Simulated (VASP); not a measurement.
**Co: relaxation of cell and atoms with LDA**

Co:

```
Co
1.0
     2.48737    0.00000    0.00000
    -1.24368    2.15412    0.00000
     0.00000    0.00000    4.06329
Co
2
Cartesian
  1.2437 0.7180 1.0559
  0.0000 1.4361 3.0074
```

```
Program                : VASP 6.6.1
Task                   : relaxation of cell and atoms
Functional             : LDA
Potentials or basis    : VASP PAW LDA potentials, release 64 (Co)
Cutoff                 : 600 eV
k mesh                 : 14 × 14 × 8
Occupations            : fermi-dirac, width 0.1 eV
Spin                   : collinear spin, ferromagnetic start
Starting moments       : [2.5, 2.5] μB
Dipole correction      : no
Further INCAR settings : ALGO = Normal; EDIFF = 1e-06; IBRION = 2; EDIFFG = -0.02; NSW = 80; ISIF = 3
```

| Quantity | Value |
| --- | --- |
| Relaxed volume | 9.94 Å³/atom |
| Relaxed cell | a = 2.423 Å, b = 2.423 Å, c = 3.910 Å, α = 90.00°, β = 90.00°, γ = 120.00° |
| Space group after relaxing (to 0.1 Å) | P6_3/mmc (No. 194) |
| Energy gained by relaxing | 71.8 meV/atom |
| Ionic steps | 8 |
| Pressure after relaxing | 0.0 GPa |
| Net moment | 2.84 μB per cell |
| Site moments | Co +1.41 μB |
| Valence electrons inside the program's atomic spheres | Co 8.47 |

Stress tensor (GPa, compression positive):
```
 0.06  0.00  0.00
 0.00  0.06  0.00
 0.00  0.00 -0.14
```

Step by step:
```csv
step,energy change (eV),largest force (eV/Å),pressure (GPa),volume (Å³)
1,0.0000,0.4266,-18.79,21.77
2,0.0353,0.6016,30.84,17.99
3,-0.1254,0.5710,0.70,19.90
4,-0.1255,0.5730,1.01,19.86
5,-0.1431,0.0744,1.05,19.80
6,-0.1433,0.0004,1.12,19.80
7,-0.1433,0.0012,-1.24,19.98
8,-0.1436,0.0005,0.00,19.88
```

Final structure:
```yaml
crystal:
  lattice:
    - [2.42305, 0.00000, 0.00000]
    - [-1.21152, 2.09842, 0.00000]
    - [0.00000, 0.00000, 3.91034]
  atoms:
    - { symbol: Co, position: [0.66667, 0.33333, 0.25001] }
    - { symbol: Co, position: [0.33333, 0.66667, 0.74999] }
```

Levels at points of the mesh, in eV from the Fermi level:
Spin up:
```tsv
k point	band 8	band 9	band 10	band 11	band 12	band 13
(0.00, 0.00, 0.00)	-1.76	-1.76	-0.47	-0.47	-0.07	7.32
(0.50, 0.00, 0.00)	-0.32	-0.19	-0.15	1.71	3.90	10.46
(0.00, 0.00, 0.50)	-2.61	-0.83	-0.83	-0.83	-0.83	16.16
(0.50, 0.00, 0.50)	-0.82	-0.22	-0.22	1.82	1.82	8.20
```
Spin down:
```tsv
k point	band 4	band 5	band 6	band 7	band 8	band 9	band 10	band 11
(0.00, 0.00, 0.00)	-1.23	-1.23	-0.82	-0.82	-0.36	-0.36	0.10	1.03
(0.50, 0.00, 0.00)	-1.92	-1.42	-1.25	-0.80	1.17	1.33	1.37	2.79
(0.00, 0.00, 0.50)	-1.81	-1.31	-1.31	-1.31	-1.31	0.65	0.65	0.65
(0.50, 0.00, 0.50)	-2.76	-0.22	-0.22	0.28	0.28	1.29	1.29	2.47
```

It took 7.5 min on 1 thread of AMD EPYC 9755 128-Core Processor, on a shared host, peak memory 0.19 GiB.
